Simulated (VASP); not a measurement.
Write the native input for VASP 6.6.1 that does the following.

```
Task                   : single point
Functional             : LDA
Potentials or basis    : VASP PAW LDA potentials, release 64 (W_sv)
Cutoff                 : 520 eV
k mesh                 : 8 × 8 × 8
Occupations            : methfessel-paxton, width 0.2 eV
Spin                   : no spin polarisation
Dipole correction      : no
Further INCAR settings : ALGO = Fast; EDIFF = 1e-07; NBANDS = 21
```

The structure of W lies in POSCAR:

```
W
1.0
    3.1646900000      0.0000000000      0.0000000000
    0.0000000000      3.1646900000      0.0000000000
    0.0000000000      0.0000000000      3.1646900000
W
2
Direct
    0.0000000000      0.0000000000      0.0000000000
    0.5000000000      0.5000000000      0.5000000000
```

These files were run (other wordings do the same):

INCAR

```
PREC = Accurate
ENCUT = 520
EDIFF = 1E-7
ISMEAR = 1
SIGMA = 0.2
LREAL = False
LASPH = True
NELM = 80
ALGO = Fast
ISIF = 2
LWAVE = False
LCHARG = False
NBANDS = 21
```

KPOINTS

```
Automatic mesh
0
Gamma
  8 8 8
```

Potentials or basis: VASP PAW LDA potentials, release 64 (W_sv).

Command:

```sh
$ cat potpaw_LDA.64/W_sv/POTCAR > POTCAR
$ mpirun -np 1 vasp_std > vasp.out
```

Results of the run:

```
Pressure               : -7.1 GPa
Band gap on the k mesh : zero (band 14 reaches 12.16 eV, above the bottom of band 15 at 10.78 eV)
```

Caveat: spin-orbit coupling is left out, which moves the levels of the heavy elements.

Wall time 15 s on 1 thread of AMD EPYC 9R45 (Zen 5), on a shared host, peak memory 0.09 GiB.
